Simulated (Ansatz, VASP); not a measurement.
## Cd: VASP beside Ansatz

```xyz
3
Lattice="5.1457 0.0000 0.0000 -2.5728 4.4563 0.0000 0.0000 0.0000 3.0955" Properties=species:S:1:pos:R:3 pbc="T T T"
Cd    0.0000    0.0000    0.0000
Cd    0.0000    2.9709    1.5477
Cd    2.5728    1.4854    1.5477
```

Alike in both runs: functional PBE; k mesh 7 × 7 × 10; occupations fermi-dirac, width 0.1 eV; no spin polarisation.

Ansatz relaxed the structure, and its values are those at the end. VASP's run is a single point on that final structure, the one shown.

|  | VASP | Ansatz |
| --- | --- | --- |
| version | VASP 6.6.1 | Ansatz 0.2.0 |
| potentials or method | VASP PAW PBE potentials, release 64 (Cd), cutoff 520 eV | plane waves (420 eV) with PAW, scalar-relativistic |
| valence electrons in the cell | 36 | 60 |

```csv
,VASP,Ansatz,Ansatz less VASP
pressure (GPa),0.2,0.0,-0.21
```

VASP's potentials hold 36 valence electrons a cell and Ansatz's 60, so a difference there can come from the potentials and not from the codes.
